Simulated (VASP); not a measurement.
# Pt: single point with PBE

The system is Pt.

```
Pt
1.0
     2.41576    0.00000    0.00000
     0.00000    2.41576    0.00000
     0.00000    0.00000    2.41576
Pt
1
Direct
  0.00000 0.00000 0.00000
```

This cell differs from its parent crystal: volume scaled by 0.78.

```yaml
Program: VASP 6.6.1
Task: single point
Functional: PBE
Potentials_or_basis: VASP PAW PBE potentials, release 64 (Pt)
Cutoff: 520 eV
k_mesh: 16 × 16 × 16
Occupations: fermi-dirac, width 0.05 eV
Spin: no spin polarisation
```

```yaml
Pressure: 88.2 GPa
Band_gap_on_the_k_mesh: zero (band 5 reaches 15.89 eV, above the bottom of band 6 at 11.13 eV)
```

Levels at points of the mesh, in eV from the Fermi level:
```csv
k point,band 3,band 4,band 5,band 6,band 7,band 8
"(0.00, 0.00, 0.00)",-8.10,0.52,0.52,0.52,16.45,16.45
"(0.50, 0.00, 0.00)",-2.77,-2.77,-1.71,0.85,6.22,16.18
"(0.50, 0.50, 0.00)",-2.15,-2.15,2.93,4.54,4.54,13.02
"(0.50, 0.50, 0.50)",-7.13,3.17,3.17,8.75,11.85,11.85
```

Run time: 6.2 s on 1 thread of Intel(R) Xeon(R) 6975P-C (Granite Rapids), on a shared host, peak memory 0.13 GiB.

Caveat: spin-orbit coupling is left out, which moves the levels of the heavy elements.
